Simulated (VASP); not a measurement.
# BaTiO3 (P4mm) in VASP: notebook

BaTiO3 is run at these levels: r2SCAN; tasks: single point.

Everything below comes from runs of VASP 6.6.1. Logs are shortened: lines on timing, memory, paths and dates and some standing lists are left out, and cuts for length are marked.

## (1) The cell of the first run

Symmetry: P4mm, No. 99, tetragonal system. The conventional cell has a = 3.932 Å, b = 3.932 Å, c = 4.179 Å, α = 90.00°, β = 90.00°, γ = 90.00°. Ba (site symmetry 4mm) has 12 O at 2.79 to 2.95 Å and 8 Ti at 3.43 to 3.53 Å within 3.7 Å. Ti (site symmetry 4mm) has 6 O at 1.81 to 2.36 Å within 2.4 Å. O (site symmetry 2mm) has 2 Ti at 1.98 Å within 2.6 Å. Within 2.4 Å of O (site symmetry 4mm) lie 2 Ti at 1.81 to 2.36 Å.

## (2) Single point, r2SCAN (epitaxial xy strain -1.0%)

Input file POSCAR:

```
BaTiO3
1.0
    3.9323202718      0.0000000000      0.0000000000
    0.0000000000      3.9323202718      0.0000000000
    0.0000000000      0.0000000000      4.1792494854
Ba Ti O
1 1 3
Direct
    0.5000000000      0.5000000000      0.5884081269
    0.0000000000      0.0000000000      0.1073869397
    0.0000000000      0.5000000000      0.0613175715
    0.5000000000      0.0000000000      0.0613175715
    0.0000000000      0.0000000000      0.5415667804
```

Input file INCAR.step1:

```
  ALGO = Normal
  EDIFF = 1E-4
  ENCUT = 520
  GGA = PE
  ISMEAR = 0
  LASPH = True
  LCHARG = False
  LREAL = False
  LWAVE = True
  NBANDS = 28
  NELM = 60
  PREC = Accurate
  SIGMA = 0.01
```

Input file INCAR.step2:

```
  ALGO = Normal
  EDIFF = 1E-6
  ENCUT = 520
  ISIF = 2
  ISMEAR = 0
  ISTART = 1
  LASPH = True
  LCHARG = False
  LMIXTAU = True
  LREAL = False
  LWAVE = False
  METAGGA = R2SCAN
  NBANDS = 28
  NELM = 60
  PREC = Accurate
  SIGMA = 0.01
```

Input file KPOINTS:

```
k-points
0
Gamma
  6 6 6
```

Potentials or basis: VASP PAW PBE potentials, release 64 (Ba_sv, Ti_sv, O).

Command:

```sh
$ cat potpaw_PBE.64/Ba_sv/POTCAR potpaw_PBE.64/Ti_sv/POTCAR potpaw_PBE.64/O/POTCAR > POTCAR
$ cp INCAR.step1 INCAR
$ mpirun -np 1 vasp_std > vasp.out
$ cp INCAR.step2 INCAR
$ mpirun -np 1 vasp_std > vasp.out
```

OUTCAR:

```text
EDIFF = 1E-6
   ENCUT = 520
   ISIF = 2
   ISMEAR = 0
   ISTART = 1
   LASPH = True
   LREAL = False
   METAGGA = R2SCAN
   NELM = 60
   PREC = Accurate

 ion  position               nearest neighbor table
   1  0.500  0.500  0.588-   5 2.79   5 2.79   5 2.79   5 2.79   4 2.79   3 2.79   3 2.79   4 2.79
                             3 2.95   4 2.95   3 2.95   4 2.95   2 3.43   2 3.43   2 3.43   2 3.43
   2  0.000  0.000  0.107-   5 1.81   4 1.98   3 1.98   3 1.98   4 1.98   5 2.36   1 3.43   1 3.43
                             1 3.43   1 3.43   1 3.53   1 3.53   1 3.53   1 3.53
   3  0.000  0.500  0.061-   2 1.98   2 1.98   1 2.79   1 2.79   1 2.95   1 2.95
   4  0.500  0.000  0.061-   2 1.98   2 1.98   1 2.79   1 2.79   1 2.95   1 2.95
   5  0.000  0.000  0.542-   2 1.81   2 2.36   1 2.79   1 2.79   1 2.79   1 2.79

  LATTYP: Found a simple tetragonal cell.
 ALAT       =     3.9323202718
 C/A-ratio  =     1.0627947869

  Lattice vectors:

 A1 = (   3.9323202718,   0.0000000000,   0.0000000000)
 A2 = (   0.0000000000,   3.9323202718,   0.0000000000)
 A3 = (   0.0000000000,   0.0000000000,   4.1792494854)

Analysis of symmetry for initial positions (statically):
=====================================================================
 Subroutine PRICEL returns:
 Original cell was already a primitive cell.

 Routine SETGRP: Setting up the symmetry group for a
 simple tetragonal supercell.

 Subroutine GETGRP returns: Found  8 space group operations
 (whereof  8 operations were pure point group operations)
 out of a pool of 16 trial point group operations.

The static configuration has the point symmetry C_4v.

Analysis of symmetry for dynamics (positions and initial velocities):
=====================================================================
 Subroutine PRICEL returns:
 Original cell was already a primitive cell.

 Routine SETGRP: Setting up the symmetry group for a
 simple tetragonal supercell.

 Subroutine GETGRP returns: Found  8 space group operations
 (whereof  8 operations were pure point group operations)
 out of a pool of 16 trial point group operations.

The dynamic configuration has the point symmetry C_4v.

 Subroutine INISYM returns: Found  8 space group operations
 (whereof  8 operations are pure point group operations),
 and found     1 'primitive' translations

----------------------------------------------------------------------------------------

                                     Primitive cell

  volume of cell :      64.6243

  direct lattice vectors                    reciprocal lattice vectors
     3.932320272  0.000000000  0.000000000     0.254302786  0.000000000  0.000000000
     0.000000000  3.932320272  0.000000000     0.000000000  0.254302786  0.000000000
     0.000000000  0.000000000  4.179249485     0.000000000  0.000000000  0.239277412

  length of vectors
     3.932320272  3.932320272  4.179249485     0.254302786  0.254302786  0.239277412

  position of ions in fractional coordinates (direct lattice)
     0.500000000  0.500000000  0.588408127
     0.000000000  0.000000000  0.107386940
     0.000000000  0.500000000  0.061317571
     0.500000000  0.000000000  0.061317571
     0.000000000  0.000000000  0.541566780

  ion indices of the primitive-cell ions
   primitive index   ion index
                 1           1
                 2           2
                 3           3
                 4           4
                 5           5

----------------------------------------------------------------------------------------

 KPOINTS: k-points

Automatic generation of k-mesh.
 Grid dimensions read from file:
 generate k-points for:    6    6    6

 Generating k-lattice:

  Cartesian coordinates                     Fractional coordinates (reciprocal lattice)
     0.042383798  0.000000000  0.000000000     0.166666667  0.000000000  0.000000000
     0.000000000  0.042383798  0.000000000     0.000000000  0.166666667  0.000000000
     0.000000000  0.000000000  0.039879569     0.000000000  0.000000000  0.166666667

  Length of vectors
     0.042383798  0.042383798  0.039879569

  Shift w.r.t. Gamma in fractional coordinates (k-lattice)
     0.000000000  0.000000000  0.000000000

 Subroutine IBZKPT returns following result:
 ===========================================

 Found     40 irreducible k-points:

 Following reciprocal coordinates:
            Coordinates               Weight
  0.000000  0.000000  0.000000      1.000000
  0.166667  0.000000  0.000000      4.000000
  0.333333  0.000000  0.000000      4.000000
  0.500000  0.000000  0.000000      2.000000
  0.166667  0.166667  0.000000      4.000000
  0.333333  0.166667  0.000000      8.000000
[... 16 lines left out ...]
  0.333333  0.000000  0.333333      8.000000
  0.500000  0.000000  0.333333      4.000000
 [... further k-points ...]
   k-points           NKPTS =     40   k-points in BZ     NKDIM =     40   number of bands    NBANDS=     28
   number of dos      NEDOS =    301   number of ions     NIONS =      5
   total plane-waves  NPLWV =  28800
   dimension x,y,z NGX =    30 NGY =   30 NGZ =   32
   dimension x,y,z NGXF=    60 NGYF=   60 NGZF=   64
   ions per type =               1   1   3
   NGX,Y,Z   is equivalent  to a cutoff of  12.68, 12.68, 12.73 a.u.
   NGXF,Y,Z  is equivalent  to a cutoff of  25.37, 25.37, 25.46 a.u.
 SYSTEM =  unknown system
   PREC   = accura    normal or accurate (medium, high low for compatibility)
   ISTART =      1    job   : 0-new  1-cont  2-samecut
   ICHARG =      0    charge: 1-file 2-atom 10-const
   ISPIN  =      1    spin polarized calculation?
   LNONCOLLINEAR =      F non collinear calculations
   LSORBIT =      F    spin-orbit coupling
   LASPH  =      T    aspherical Exc in radial PAW
   ENCUT  =  520.0 eV  38.22 Ry    6.18 a.u.   7.31  7.31  7.77*2*pi/ulx,y,z
   NELM   =     60;   NELMIN=  2; NELMDL=  0     # of ELM steps
   EDIFF  = 0.1E-05   stopping-criterion for ELM
   LREAL  =      F    real-space projection
   EDIFFG = 0.1E-04   stopping-criterion for IOM
   NSW    =      0    number of steps for IOM
   IBRION =     -1    ionic relax: 0-MD 1-quasi-New 2-CG
   NFREE  =      0    steps in history (QN), initial steepest desc. (CG)
   ISIF   =      2    stress and relaxation
   ISYM   =      2    0-nonsym 1-usesym 2-fastsym
   POTIM  = 0.5000    time-step for ionic-motion
   TEBEG  =    0.0;   TEEND  =   0.0 temperature during run
   PSTRESS=    0.0 pullay stress
   NELECT =      40.0000    total number of electrons
   NUPDOWN=      -1.0000    fix difference up-down
   EMIN   =  10.00;   EMAX   =-10.00  energy-range for DOS
   EFERMI =   0.00;   METHOD = LEGACY
   ISMEAR =     0;   SIGMA  =   0.01  broadening in eV -4-tet -1-fermi 0-gaus
   EFERMI_NEDOS =   21; number of points for ismear=-14 and -15
   IALGO  =     38    algorithm
   IMIX   =      4    mixing-type and parameters
     AMIX     =   0.40;   BMIX     =  1.00
     AMIX_MAG =   1.60;   BMIX_MAG =  1.00
  volume/ion in A,a.u.               =      12.92        87.22
  Fermi-wavevector in a.u.,A,eV,Ry     =   1.395178  2.636503 26.484017  1.946520
  Thomas-Fermi vector in A             =   2.518655
   LORBIT       =      0    0 simple, 1 ext, 2 COOP (PROOUT), +10 PAW based schemes
   METAGGA = R2SCAN    functional components
   LHFCALC =     F    Hartree Fock is set to
   AEXX    =    0.0000 exact exchange contribution
   IVDW    =     0    specifies the selected vdW correction
   LEPSILON=     F    determine dielectric tensor
   LRPA    =     F    only Hartree local field effects (RPA)
 non-spin polarized calculation
 Gauss-broadening in eV      SIGMA  =   0.01
  energy-cutoff  :      520.00
  volume of cell :       64.62
 maximum number of plane-waves:      1762
 NGX is ok and might be reduce to    30
   NGX = 15   NGY = 15   NGZ = 15

 number of electron      39.9999995 magnetization

 Free energy of the ion-electron system (eV)
  ---------------------------------------------------
  ext. energy  EPLUGINS =         0.00000000
  ---------------------------------------------------
  free energy    TOTEN  =       -74.23814536 eV

  energy without entropy =      -74.23814536  energy(sigma->0) =      -74.23814536

 E-fermi :   3.7657     XC(G=0): -11.8497

 val. band max:        3.7020526986   @ k =   0.5000   0.5000   0.5000
 cond. band min:       5.9457414064   @ k =   0.0000   0.0000   0.0000
 fundamental gap:      2.2436887078
 Fermi energy:         3.7656911545

 k-point     1 :       0.0000    0.0000    0.0000
  band No.  band energies     occupation
      1     -55.0718      2.00000
      2     -30.3665      2.00000
      3     -30.2335      2.00000
      4     -30.2335      2.00000
      5     -22.0894      2.00000
      6     -14.3776      2.00000
[... 20 lines left out ...]
     27       9.3974      0.00000
     28      11.5989      0.00000

 k-point     2 :       0.1667    0.0000    0.0000
  band No.  band energies     occupation
      1     -55.0715      2.00000
      2     -30.3658      2.00000
      3     -30.2516      2.00000
      4     -30.2328      2.00000
      5     -22.0545      2.00000
      6     -14.3860      2.00000
[... 20 lines left out ...]
     27       9.9283      0.00000
     28      12.2538      0.00000

 k-point     3 :       0.3333    0.0000    0.0000
  band No.  band energies     occupation
      1     -55.0707      2.00000
      2     -30.3643      2.00000
      3     -30.2876      2.00000
      4     -30.2316      2.00000
      5     -21.9831      2.00000
      6     -14.5059      2.00000
[... 20 lines left out ...]
     27      11.0962      0.00000
     28      12.3527      0.00000

 k-point     4 :       0.5000    0.0000    0.0000
  band No.  band energies     occupation
      1     -55.0703      2.00000
      2     -30.3636      2.00000
      3     -30.3055      2.00000
      4     -30.2310      2.00000
      5     -21.9464      2.00000
      6     -14.5914      2.00000
[... 578 lines left out ...]
     27      11.3413      0.00000
     28      12.8406      0.00000

 k-point    23 :       0.3333    0.0000    0.3333
  band No.  band energies     occupation
      1     -55.0703      2.00000
      2     -30.3900      2.00000
      3     -30.2860      2.00000
      4     -30.2307      2.00000
      5     -21.9367      2.00000
      6     -14.2672      2.00000
[... 20 lines left out ...]
     27      12.3071      0.00000
     28      12.7813      0.00000

 k-point    24 :       0.5000    0.0000    0.3333
  band No.  band energies     occupation
      1     -55.0699      2.00000
      2     -30.3890      2.00000
      3     -30.3037      2.00000
      4     -30.2301      2.00000
      5     -21.9083      2.00000
      6     -14.2449      2.00000
[... 20 lines left out ...]
     27      12.1488      0.00000
     28      13.4895      0.00000

 [... further k-points ...]
[... 5 lines left out ...]
  --------------------------------------------------------------------------------------
  -------------------------------------------------------------------------------------
  Total        1.9407318      1.9407318      0.8018873      0.0000000      0.0000000      0.0000000
  in kB       48.1149492     48.1149492     19.8805253      0.0000000      0.0000000      0.0000000
  external PRESSURE =      38.7034746 kB  Pullay stress =       0.0000000 kB

 VOLUME and BASIS-vectors are now :
 -----------------------------------------------------------------------------
  energy-cutoff  :      520.00
  volume of cell :       64.62
      direct lattice vectors                 reciprocal lattice vectors
     3.932320272  0.000000000  0.000000000     0.254302786  0.000000000  0.000000000
     0.000000000  3.932320272  0.000000000     0.000000000  0.254302786  0.000000000
     0.000000000  0.000000000  4.179249485     0.000000000  0.000000000  0.239277412

 POSITION                                       TOTAL-FORCE (eV/Angst)
 -----------------------------------------------------------------------------------
      1.96616      1.96616      2.45910         0.000000      0.000000     -0.034188
      0.00000      0.00000      0.44880        -0.000000     -0.000000     -0.174225
      0.00000      1.96616      0.25626         0.000000     -0.000000      0.022058
      1.96616      0.00000      0.25626         0.000000     -0.000000      0.022058
      0.00000      0.00000      2.26334         0.000000     -0.000000      0.164297
 -----------------------------------------------------------------------------------
    total drift:                                0.000000     -0.000000      0.000799

  FREE ENERGIE OF THE ION-ELECTRON SYSTEM (eV)
  ---------------------------------------------------
  free  energy   TOTEN  =       -74.2381453590 eV

  energy  without entropy=      -74.2381453590  energy(sigma->0) =      -74.23814536
```

Run time: 3.8 min. Hardware: 1 thread of AMD EPYC 7R13 (Zen 3), shared host; peak memory 0.19 GiB.

What came out:

| Item | Value |
| --- | --- |
| Free energy | -74.2381 eV |
| Pressure | 3.9 GPa |
| Largest force | 0.174 eV/Å |
| Band gap on the k mesh | 2.24 eV, indirect (least direct gap 2.83 eV) |

Forces in eV/Å, atoms in the order of the input:
```
Ba   0.000  0.000 -0.034
Ti   0.000  0.000 -0.174
O    0.000  0.000  0.022
O    0.000  0.000  0.022
O    0.000  0.000  0.164
```

Levels at points of the mesh, in eV from the valence-band top:
| k point | band 18 | band 19 | band 20 | band 21 | band 22 | band 23 |
| --- | --- | --- | --- | --- | --- | --- |
| (0.00, 0.00, 0.00) | -0.94 | -0.59 | -0.59 | 2.24 | 2.82 | 2.82 |
| (0.50, 0.00, 0.00) | -1.80 | -1.62 | -1.38 | 2.92 | 3.97 | 4.05 |
| (0.50, 0.50, 0.00) | -1.13 | -1.13 | -0.06 | 4.09 | 4.09 | 4.50 |
| (0.00, 0.00, 0.50) | -2.11 | -0.78 | -0.78 | 2.37 | 3.88 | 3.88 |
| (0.50, 0.00, 0.50) | -1.24 | -1.16 | -0.57 | 3.89 | 4.02 | 4.23 |
| (0.50, 0.50, 0.50) | -0.49 | -0.49 | 0.00 | 4.49 | 4.49 | 4.67 |

Caveat: the cell differs from its parent crystal (epitaxial xy strain -1.0%); the PAW data sets were made with another functional, which shifts forces and pressure a little; spin-orbit coupling is left out, which moves the levels of the heavy elements.

## (3) Single point, r2SCAN

This run uses another cell than the first one, of 12.98 Å³/atom, 1.004 times its volume.

Input file POSCAR:

```
BaTiO3
1.0
    3.9720406786      0.0000000000      0.0000000000
    0.0000000000      3.9720406786      0.0000000000
    0.0000000000      0.0000000000      4.1129859223
Ba Ti O
1 1 3
Direct
    0.5000000000      0.5000000000      0.5850376240
    0.0000000000      0.0000000000      0.1031585467
    0.0000000000      0.5000000000      0.0629149697
    0.5000000000      0.0000000000      0.0629149697
    0.0000000000      0.0000000000      0.5459708799
```

Input file INCAR.step1:

```
PREC = Accurate ; ENCUT = 520
ISMEAR = 0 ; SIGMA = 0.01
LREAL = F ; LASPH = T
NELM = 100 ; NBANDS = 28
GGA = PE ; ALGO = Normal
EDIFF = 1E-4 ; LWAVE = T
LCHARG = F
```

Input file INCAR.step2:

```
PREC = Accurate ; ENCUT = 520
EDIFF = 1E-6 ; ISMEAR = 0
SIGMA = 0.01 ; LREAL = F
LASPH = T ; NELM = 100
ALGO = Normal ; ISIF = 2
LWAVE = F ; LCHARG = T
METAGGA = R2SCAN ; LMIXTAU = T
LELF = T ; LVHAR = T
NBANDS = 28 ; ISTART = 1
```

Input file KPOINTS:

```
Automatic mesh
0
Gamma
  6 6 6
```

Potentials or basis: VASP PAW PBE potentials, release 64 (Ba_sv, Ti_sv, O).

Command:

```sh
$ cat potpaw_PBE.64/Ba_sv/POTCAR potpaw_PBE.64/Ti_sv/POTCAR potpaw_PBE.64/O/POTCAR > POTCAR
$ cp INCAR.step1 INCAR
$ mpirun -np 1 vasp_std > vasp.out
$ cp INCAR.step2 INCAR
$ mpirun -np 1 vasp_std > vasp.out
```

Run time: 3.9 min. Hardware: 1 thread of AMD EPYC 7R13 (Zen 3), shared host; peak memory 0.19 GiB.

Results (log left out):

```yaml
Free_energy: -74.2593 eV
Pressure: 1.9 GPa
Largest_force: 0.167 eV/Å
Band_gap_on_the_k_mesh: 2.21 eV, indirect (least direct gap 2.71 eV)
```

Forces in eV/Å, atoms in the order of the input:
```
Ba   0.000  0.000 -0.030
Ti   0.000  0.000 -0.167
O    0.000  0.000  0.018
O    0.000  0.000  0.018
O    0.000  0.000  0.161
```

Stress tensor (GPa, compression positive):
```
1.89 0.00 0.00
0.00 1.89 0.00
0.00 0.00 2.05
```

Levels at points of the mesh, in eV from the valence-band top:
| k point | band 17 | band 18 | band 19 | band 20 | band 21 | band 22 | band 23 | band 24 |
| --- | --- | --- | --- | --- | --- | --- | --- | --- |
| (0.00, 0.00, 0.00) | -1.32 | -0.73 | -0.50 | -0.50 | 2.21 | 2.69 | 2.69 | 4.38 |
| (0.50, 0.00, 0.00) | -1.95 | -1.72 | -1.41 | -1.22 | 2.79 | 3.90 | 3.98 | 4.46 |
| (0.50, 0.50, 0.00) | -2.02 | -1.13 | -1.13 | -0.07 | 4.01 | 4.01 | 4.39 | 4.77 |
| (0.00, 0.00, 0.50) | -2.05 | -2.03 | -0.76 | -0.76 | 2.35 | 3.90 | 3.90 | 4.37 |
| (0.50, 0.00, 0.50) | -1.87 | -1.10 | -1.04 | -0.42 | 3.92 | 3.94 | 4.25 | 5.25 |
| (0.50, 0.50, 0.50) | -2.60 | -0.34 | -0.34 | 0.00 | 4.50 | 4.50 | 4.59 | 6.83 |

Caveat: the PAW data sets were made with another functional, which shifts forces and pressure a little; spin-orbit coupling is left out, which moves the levels of the heavy elements.
